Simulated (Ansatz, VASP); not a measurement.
Two plane-wave programs on MgO

Contents of INCAR:

```
ALGO     = Normal         # electronic algorithm
EDIFF    = 1E-6           # SCF threshold, eV
ENCUT    = 600            # plane-wave cutoff, eV
GGA      = PE             # functional
GGA_COMPAT= F            
ISIF     = 2              # what is computed and relaxed
ISMEAR   = 0              # smearing method
LASPH    = T              # aspherical terms in the spheres
LCHARG   = F              # write CHGCAR
LREAL    = F              # projectors in reciprocal space
LWAVE    = F              # write WAVECAR
NBANDS   = 11             # bands
NELM     = 120            # most SCF steps
PREC     = Accurate       # precision mode
SIGMA    = 0.02           # smearing width, eV
```

File KPOINTS:

```
k-points
0
Gamma
  10 10 10
```

File POSCAR:

```
MgO
1.0
    0.0000000000      2.0835794501      2.0835794501
    2.0835794501      0.0000000000      2.0835794501
    2.0835794501      2.0835794501      0.0000000000
Mg O
1 1
Direct
    0.0000000000      0.0000000000      0.0000000000
    0.5000000000      0.5000000000      0.5000000000
```

Input for Ansatz:

```yaml
crystal:
  lattice:
    - [0.0, 2.0835794501, 2.0835794501]
    - [2.0835794501, 0.0, 2.0835794501]
    - [2.0835794501, 2.0835794501, 0.0]
  atoms:
    - { symbol: Mg, position: [0.0, 0.0, 0.0] }
    - { symbol: O, position: [0.5, 0.5, 0.5] }
basis:
  ecutwfc: 600.0
kpoints:
  mp_grid: { grid: [10, 10, 10] }
hamiltonian:
  xc: pbe
  pseudopotentials: { kind: paw }
scf:
  occupations: { method: gaussian, width: 0.02 }
output:
  forces: true
  stress: true
  eigenvalues: true
```

Alike in both runs: task single point; functional PBE; k mesh 10 × 10 × 10; occupations gaussian, width 0.02 eV; no spin polarisation.

|  | VASP | Ansatz |
| --- | --- | --- |
| version | VASP 6.6.1 | Ansatz 0.2.0 |
| potentials or method | VASP PAW PBE potentials, release 64 (Mg, O), cutoff 600 eV | scalar-relativistic, plane waves, PAW |
| valence electrons in the cell | 8 | 16 |

```csv
,VASP,Ansatz,Ansatz less VASP
gap on the k mesh at the Fermi level (eV),5.05,5.06,+0.014
least direct gap on the mesh (eV),5.05,5.06,+0.014
pressure (GPa),9.5,10.5,+1.01
```

With one functional, cell and mesh, what is left measures potentials, basis and numerics. VASP's potentials hold 8 valence electrons a cell and Ansatz's 16, so a difference there can come from the potentials and not from the codes.
